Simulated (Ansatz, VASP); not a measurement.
# Two plane-wave programs on Al

File INCAR:

```
SYSTEM = Al
  ALGO = Normal
  EDIFF = 1E-6
  ENCUT = 520
  GGA = PE
  ISIF = 2
  ISMEAR = -1
  LASPH = .TRUE.
  LCHARG = .FALSE.
  LREAL = .FALSE.
  LWAVE = .FALSE.
  NBANDS = 10
  NELM = 60
  PREC = Accurate
  SIGMA = 0.08
```

The input KPOINTS:

```
k-points
0
G
  15 15 8
  0 0 0
```

The input POSCAR:

```
Al
1.0
    2.7086754360      0.0000000000      0.0000000000
   -1.3543377180      2.3457817382      0.0000000000
    0.0000000000      0.0000000000      4.4555243435
Al
2
Direct
    0.3333333333      0.6666666667      0.2500000000
    0.6666666667      0.3333333333      0.7500000000
```

Input for Ansatz:

```yaml
crystal:
  lattice:
    - [2.708675436, 0.0, 0.0]
    - [-1.354337718, 2.3457817382, 0.0]
    - [0.0, 0.0, 4.4555243435]
  atoms:
    - { symbol: Al, position: [0.3333333333, 0.6666666667, 0.25] }
    - { symbol: Al, position: [0.6666666667, 0.3333333333, 0.75] }
kpoints:
  mp_grid: { grid: [15, 15, 8] }
scf:
  occupations: { method: fermi_dirac, width: 0.08 }
hamiltonian:
  xc: pbe
  pseudopotentials: { kind: paw }
output:
  forces: true
  stress: true
  eigenvalues: true
  populations: true
```

Change from the starting cell: volume scaled by 0.85, PAW files.

Alike in both runs: task single point; functional PBE; k mesh 15 × 15 × 8; occupations fermi-dirac, width 0.08 eV; no spin polarisation.

|  | VASP | Ansatz |
| --- | --- | --- |
| version | VASP 6.6.1 | Ansatz 0.2.0 |
| potentials or method | VASP PAW PBE potentials, release 64 (Al) | PAW with Ansatz's default frozen-core files, scalar-relativistic |
| plane-wave cutoff (eV) | 520 | 420 |
| valence electrons in the cell | 6 | 6 |

```tsv
	VASP	Ansatz	Ansatz less VASP
pressure (GPa)	17.3	17.3	+0.03
```
